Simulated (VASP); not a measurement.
# TiC (Fm-3m) in VASP: further runs

The runs below take TiC through single point, with PBEsol.

Program: VASP 6.6.1. These are calculated values, not measurements. Logs are shortened: lines on timing, memory, paths and dates and some standing lists are left out, and cuts for length are marked.

## (1) The cell of the first run

The structure is cubic, space group Fm-3m (No. 225). The conventional cell has a = 4.036 Å, b = 4.036 Å, c = 4.036 Å, α = 90.00°, β = 90.00°, γ = 90.00°. Within 2.7 Å of Ti (site symmetry m-3m) lie 6 C at 2.02 Å. C (site symmetry m-3m) has 6 Ti at 2.02 Å within 2.7 Å.

## (2) Single point, PBEsol (equal strain along all axes, cell held: -6.0 %)

File INCAR:

```
SYSTEM = TiC
ALGO = Normal
EDIFF = 1E-7
ENCUT = 520
GGA = PS
ISIF = 2
ISMEAR = 0
LASPH = .True.
LCHARG = .True.
LELF = .True.
LREAL = .False.
LVHAR = .True.
LWAVE = .False.
NBANDS = 24
NELM = 80
PREC = Accurate
SIGMA = 0.1
```

File KPOINTS:

```
k-points
0
Gamma
  18 18 12
  0 0 0
```

File POSCAR:

```
TiC
1.0
    2.0178854642      2.0178854642      0.0000000000
   -2.0178854642      2.0178854642      0.0000000000
    0.0000000000      0.0000000000      4.0357709284
Ti C
2 2
Direct
    0.0000000000      0.0000000000      0.0000000000
    0.5000000000      0.5000000000      0.5000000000
    0.5000000000      0.5000000000      0.0000000000
    0.0000000000      0.0000000000      0.5000000000
```

Potentials or basis: VASP PAW PBE potentials, release 64 (Ti_sv, C).

Run with:

```console
$ cat potpaw_PBE.64/Ti_sv/POTCAR potpaw_PBE.64/C/POTCAR > POTCAR
$ mpirun -np 1 vasp_std > vasp.out
```

OUTCAR:

```text
SYSTEM = TiC
   EDIFF = 1E-7
   ENCUT = 520
   GGA = PS
   ISIF = 2
   ISMEAR = 0
   LASPH = .True.
   LREAL = .False.
   NELM = 80
   PREC = Accurate

 ion  position               nearest neighbor table
   1  0.000  0.000  0.000-   3 2.02   4 2.02   4 2.02   3 2.02   3 2.02   3 2.02   2 2.85   2 2.85
                             2 2.85   2 2.85   2 2.85   2 2.85   2 2.85   2 2.85
   2  0.500  0.500  0.500-   3 2.02   4 2.02   3 2.02   4 2.02   4 2.02   4 2.02   1 2.85   1 2.85
                             1 2.85   1 2.85   1 2.85   1 2.85   1 2.85   1 2.85
   3  0.500  0.500  0.000-   1 2.02   2 2.02   2 2.02   1 2.02   1 2.02   1 2.02
   4  0.000  0.000  0.500-   1 2.02   2 2.02   1 2.02   2 2.02   2 2.02   2 2.02

  LATTYP: Found a simple tetragonal cell.
 ALAT       =     2.8537209908
 C/A-ratio  =     1.4142135624

  Lattice vectors:

 A1 = (   2.0178854642,   2.0178854642,   0.0000000000)
 A2 = (  -2.0178854642,   2.0178854642,   0.0000000000)
 A3 = (   0.0000000000,   0.0000000000,   4.0357709284)

Analysis of symmetry for initial positions (statically):
=====================================================================
 Subroutine PRICEL returns following result:

  LATTYP: Found a face centered cubic cell.
 ALAT       =     4.0357709284

  Lattice vectors:

 A1 = (   0.0000000000,  -2.0178854642,  -2.0178854642)
 A2 = (   2.0178854642,   0.0000000000,  -2.0178854642)
 A3 = (   2.0178854642,  -2.0178854642,  -0.0000000000)

   2 primitive cells build up your supercell.

 Routine SETGRP: Setting up the symmetry group for a
 simple tetragonal supercell.

 Subroutine GETGRP returns: Found 16 space group operations
 (whereof 16 operations were pure point group operations)
 out of a pool of 16 trial point group operations.

The static configuration has the point symmetry D_4h.

Analysis of symmetry for dynamics (positions and initial velocities):
=====================================================================
 Subroutine PRICEL returns following result:

  LATTYP: Found a face centered cubic cell.
 ALAT       =     4.0357709284

  Lattice vectors:

 A1 = (   0.0000000000,  -2.0178854642,  -2.0178854642)
 A2 = (   2.0178854642,   0.0000000000,  -2.0178854642)
 A3 = (   2.0178854642,  -2.0178854642,  -0.0000000000)

   2 primitive cells build up your supercell.

 Routine SETGRP: Setting up the symmetry group for a
 simple tetragonal supercell.

 Subroutine GETGRP returns: Found 16 space group operations
 (whereof 16 operations were pure point group operations)
 out of a pool of 16 trial point group operations.

The dynamic configuration has the point symmetry D_4h.

 Subroutine INISYM returns: Found 16 space group operations
 (whereof 16 operations are pure point group operations),
 and found     2 'primitive' translations

----------------------------------------------------------------------------------------

                                     Primitive cell

  volume of cell :      16.4331

  direct lattice vectors                    reciprocal lattice vectors
     0.000000000 -2.017885464 -2.017885464    -0.247784133 -0.247784133 -0.247784133
     2.017885464  0.000000000 -2.017885464     0.247784133  0.247784133 -0.247784133
     2.017885464 -2.017885464 -0.000000000     0.247784133 -0.247784133  0.247784133

  length of vectors
     2.853720991  2.853720991  2.853720991     0.429174707  0.429174707  0.429174707

  position of ions in fractional coordinates (direct lattice)
     0.000000000  0.000000000  0.000000000
     0.500000000  0.500000000  0.500000000

  ion indices of the primitive-cell ions
   primitive index   ion index
                 1           1
                 2           4

----------------------------------------------------------------------------------------

 KPOINTS: k-points

Automatic generation of k-mesh.
 Grid dimensions read from file:
 generate k-points for:   18   18   12

 Generating k-lattice:

  Cartesian coordinates                     Fractional coordinates (reciprocal lattice)
     0.013765785  0.013765785  0.000000000     0.055555556  0.000000000  0.000000000
    -0.013765785  0.013765785  0.000000000     0.000000000  0.055555556  0.000000000
     0.000000000  0.000000000  0.020648678     0.000000000  0.000000000  0.083333333

  Length of vectors
     0.019467760  0.019467760  0.020648678

  Shift w.r.t. Gamma in fractional coordinates (k-lattice)
     0.000000000  0.000000000  0.000000000

 Subroutine IBZKPT returns following result:
 ===========================================

 Found    385 irreducible k-points:

 Following reciprocal coordinates:
            Coordinates               Weight
  0.000000  0.000000  0.000000      1.000000
  0.055556  0.000000  0.000000      4.000000
  0.111111  0.000000  0.000000      4.000000
  0.166667  0.000000  0.000000      4.000000
  0.222222  0.000000  0.000000      4.000000
  0.277778  0.000000  0.000000      4.000000
[... 16 lines left out ...]
  0.277778  0.111111  0.000000      8.000000
  0.333333  0.111111  0.000000      8.000000
 [... further k-points ...]
   k-points           NKPTS =    385   k-points in BZ     NKDIM =    385   number of bands    NBANDS=     24
   number of dos      NEDOS =    301   number of ions     NIONS =      4
   total plane-waves  NPLWV =  17280
   dimension x,y,z NGX =    24 NGY =   24 NGZ =   30
   dimension x,y,z NGXF=    48 NGYF=   48 NGZF=   60
   ions per type =               2   2
   NGX,Y,Z   is equivalent  to a cutoff of  13.98, 13.98, 12.36 a.u.
   NGXF,Y,Z  is equivalent  to a cutoff of  27.96, 27.96, 24.72 a.u.
 SYSTEM =  TiC
   PREC   = accura    normal or accurate (medium, high low for compatibility)
   ISTART =      0    job   : 0-new  1-cont  2-samecut
   ICHARG =      2    charge: 1-file 2-atom 10-const
   ISPIN  =      1    spin polarized calculation?
   LNONCOLLINEAR =      F non collinear calculations
   LSORBIT =      F    spin-orbit coupling
   LASPH  =      T    aspherical Exc in radial PAW
   ENCUT  =  520.0 eV  38.22 Ry    6.18 a.u.   5.31  5.31  7.50*2*pi/ulx,y,z
   NELM   =     80;   NELMIN=  2; NELMDL= -5     # of ELM steps
   EDIFF  = 0.1E-06   stopping-criterion for ELM
   LREAL  =      F    real-space projection
   EDIFFG = 0.1E-05   stopping-criterion for IOM
   NSW    =      0    number of steps for IOM
   IBRION =     -1    ionic relax: 0-MD 1-quasi-New 2-CG
   NFREE  =      0    steps in history (QN), initial steepest desc. (CG)
   ISIF   =      2    stress and relaxation
   ISYM   =      2    0-nonsym 1-usesym 2-fastsym
   POTIM  = 0.5000    time-step for ionic-motion
   TEBEG  =    0.0;   TEEND  =   0.0 temperature during run
   PSTRESS=    0.0 pullay stress
   NELECT =      32.0000    total number of electrons
   NUPDOWN=      -1.0000    fix difference up-down
   EMIN   =  10.00;   EMAX   =-10.00  energy-range for DOS
   EFERMI =   0.00;   METHOD = LEGACY
   ISMEAR =     0;   SIGMA  =   0.10  broadening in eV -4-tet -1-fermi 0-gaus
   EFERMI_NEDOS =   21; number of points for ismear=-14 and -15
   IALGO  =     38    algorithm
   IMIX   =      4    mixing-type and parameters
     AMIX     =   0.40;   BMIX     =  1.00
     AMIX_MAG =   1.60;   BMIX_MAG =  1.00
  volume/ion in A,a.u.               =       8.22        55.45
  Fermi-wavevector in a.u.,A,eV,Ry     =   1.622588  3.066247 35.821316  2.632792
  Thomas-Fermi vector in A             =   2.716177
   LORBIT       =      0    0 simple, 1 ext, 2 COOP (PROOUT), +10 PAW based schemes
   GGA     = PS    functional components
   LHFCALC =     F    Hartree Fock is set to
   AEXX    =    0.0000 exact exchange contribution
   IVDW    =     0    specifies the selected vdW correction
   LEPSILON=     F    determine dielectric tensor
   LRPA    =     F    only Hartree local field effects (RPA)
 non-spin polarized calculation
 Gauss-broadening in eV      SIGMA  =   0.10
  energy-cutoff  :      520.00
  volume of cell :       32.87
 maximum number of plane-waves:       912
 NGX is ok and might be reduce to    24
   NGX = 11   NGY = 11   NGZ = 15

 number of electron      32.0000004 magnetization

 Free energy of the ion-electron system (eV)
  ---------------------------------------------------
  ext. energy  EPLUGINS =         0.00000000
  ---------------------------------------------------
  free energy    TOTEN  =       -38.31188455 eV

  energy without entropy =      -38.30910811  energy(sigma->0) =      -38.31049633

 E-fermi :  12.0098     XC(G=0): -13.9963

 val. band max:       11.9945903756   @ k =   0.1111   0.1111   0.0000
 cond. band min:      12.0202528442   @ k =   0.0556   0.0556   0.0833
 fundamental gap:      0.0256624686
 Fermi energy:        12.0097672643

 k-point     1 :       0.0000    0.0000    0.0000
  band No.  band energies     occupation
      1     -43.7558      2.00000
      2     -43.5027      2.00000
      3     -20.6423      2.00000
      4     -20.0560      2.00000
      5     -20.0560      2.00000
      6     -19.6985      2.00000
[... 16 lines left out ...]
     23      15.5710      0.00000
     24      16.6603      0.00000

 k-point     2 :       0.0556    0.0000    0.0000
  band No.  band energies     occupation
      1     -43.7520      2.00000
      2     -43.5027      2.00000
      3     -20.6337      2.00000
      4     -20.0716      2.00000
      5     -20.0509      2.00000
      6     -19.7201      2.00000
[... 16 lines left out ...]
     23      15.8761      0.00000
     24      16.6322      0.00000

 k-point     3 :       0.1111    0.0000    0.0000
  band No.  band energies     occupation
      1     -43.7410      2.00000
      2     -43.5028      2.00000
      3     -20.6081      2.00000
      4     -20.1159      2.00000
      5     -20.0358      2.00000
      6     -19.7824      2.00000
[... 16 lines left out ...]
     23      16.5479      0.00000
     24      16.6122      0.00000
[... 514 lines left out ...]
 k-point    23 :       0.2778    0.1111    0.0000
  band No.  band energies     occupation
      1     -43.6621      2.00000
      2     -43.5080      2.00000
      3     -20.4194      2.00000
      4     -20.3380      2.00000
      5     -20.1357      2.00000
      6     -19.9902      2.00000
[... 16 lines left out ...]
     23      16.9827      0.00000
     24      19.2963      0.00000

 k-point    24 :       0.3333    0.1111    0.0000
  band No.  band energies     occupation
      1     -43.6348      2.00000
      2     -43.5147      2.00000
      3     -20.4085      2.00000
      4     -20.3472      2.00000
      5     -20.2524      2.00000
      6     -19.9519      2.00000
[... 16 lines left out ...]
     23      17.4620      0.00000
     24      19.1088      0.00000

 [... further k-points ...]

------------------------ aborting loop because EDIFF is reached ----------------------------------------

  FORCE on cell =-STRESS in cart. coord.  units (eV):
  Direction    XX          YY          ZZ          XY          YZ          ZX
  --------------------------------------------------------------------------------------
  -------------------------------------------------------------------------------------
  Total       14.6643318     14.6643318     14.6732375      0.0000000      0.0000000     -0.0000000
  in kB      714.8638466    714.8638466    715.2979869      0.0000000      0.0000000     -0.0000000
  external PRESSURE =     715.0085600 kB  Pullay stress =       0.0000000 kB

 VOLUME and BASIS-vectors are now :
 -----------------------------------------------------------------------------
  energy-cutoff  :      520.00
  volume of cell :       32.87
      direct lattice vectors                 reciprocal lattice vectors
     2.017885464  2.017885464  0.000000000     0.247784133  0.247784133  0.000000000
    -2.017885464  2.017885464  0.000000000    -0.247784133  0.247784133  0.000000000
     0.000000000  0.000000000  4.035770928     0.000000000  0.000000000  0.247784133

 POSITION                                       TOTAL-FORCE (eV/Angst)
 -----------------------------------------------------------------------------------
      0.00000      0.00000      0.00000         0.000000      0.000000     -0.000000
      0.00000      2.01789      2.01789         0.000000     -0.000000     -0.000000
      0.00000      2.01789      0.00000        -0.000000      0.000000      0.000000
      0.00000      0.00000      2.01789        -0.000000     -0.000000      0.000000
 -----------------------------------------------------------------------------------
    total drift:                               -0.000000      0.000000     -0.000000

  FREE ENERGIE OF THE ION-ELECTRON SYSTEM (eV)
  ---------------------------------------------------
  free  energy   TOTEN  =       -38.3118845485 eV

  energy  without entropy=      -38.3091081097  energy(sigma->0) =      -38.31049633
```

Run time: 4.1 min. Hardware: 1 thread of Intel Xeon Platinum 8259CL at 2.50GHz (Skylake/Cascade Lake), shared host; peak memory 0.35 GiB.

Results:

```
Free energy            : -38.3119 eV
Pressure               : 71.5 GPa
Band gap on the k mesh : zero (bands 16 and 17 overlap by 1.13 eV)
```

Levels at points of the mesh, in eV from the Fermi level:
```tsv
k point	band 14	band 15	band 16	band 17	band 18	band 19
(0.00, 0.00, 0.00)	0.22	0.67	0.67	0.67	1.97	1.97
(0.50, 0.00, 0.00)	-3.23	-3.20	-3.20	2.67	2.67	4.16
(0.50, 0.50, 0.00)	-2.45	0.22	0.22	0.22	0.22	3.56
(0.00, 0.00, 0.50)	-1.12	-0.46	-0.46	-0.46	-0.46	2.83
(0.50, 0.00, 0.50)	-3.69	-3.69	-3.69	3.81	3.81	3.81
(0.50, 0.50, 0.50)	-3.51	-3.26	-3.26	3.55	3.55	3.55
```

Caveat: the cell differs from its parent crystal (equal strain along all axes, cell held: -6.0 %); the cell stands under pressure; the PAW data sets were made with another functional, which shifts forces and pressure a little.

[end of part 1 of 2]

The gap in the log of VASP goes by the Fermi energy; the results here count the filled bands.